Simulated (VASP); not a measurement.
Cr3Pd, 4 atoms in the cell. Symmetry: Pm-3m, No. 221, cubic system. The conventional cell has a = 3.647 Å, b = 3.647 Å, c = 3.647 Å, α = 90.00°, β = 90.00°, γ = 90.00°. Within 3.4 Å of Cr (site symmetry 4/mmm) lie 8 Cr at 2.58 Å and 4 Pd at 2.58 Å. Within 3.4 Å of Pd (site symmetry m-3m) lie 12 Cr at 2.58 Å. 

| Property | Result |
| --- | --- |
| Program | VASP 6.6.1 |
| Task | relaxation of cell and atoms |
| Functional | PBEsol |
| Potentials or basis | VASP PAW PBE potentials, release 64 (Cr_pv, Pd) |
| Cutoff | 600 eV |
| k mesh | 12 × 12 × 12 |
| Occupations | gaussian, width 0.1 eV |
| Spin | no spin polarisation |
| Dipole correction | no |
| Further INCAR settings | ALGO = Normal; EDIFF = 1e-07; IBRION = 2; EDIFFG = -0.01; NSW = 100; ISIF = 3 |

Potentials or basis: VASP PAW PBE potentials, release 64 (Cr_pv, Pd).

Run with:

```bash
$ cat potpaw_PBE.64/Cr_pv/POTCAR potpaw_PBE.64/Pd/POTCAR > POTCAR
$ mpirun -np 1 vasp_std > vasp.out
```

Hardware: 1 thread of Intel(R) Xeon(R) Platinum 8259CL CPU @ 2.50GHz (Skylake/Cascade Lake) (shared host).

Task: Estimate the wall time of this run.

Result: Wall time 5 min on 1 thread of Intel(R) Xeon(R) Platinum 8259CL CPU @ 2.50GHz (Skylake/Cascade Lake), with other jobs on the host, peak memory 0.26 GiB. Counts: scf iterations 35, k points 84, ion steps 3.
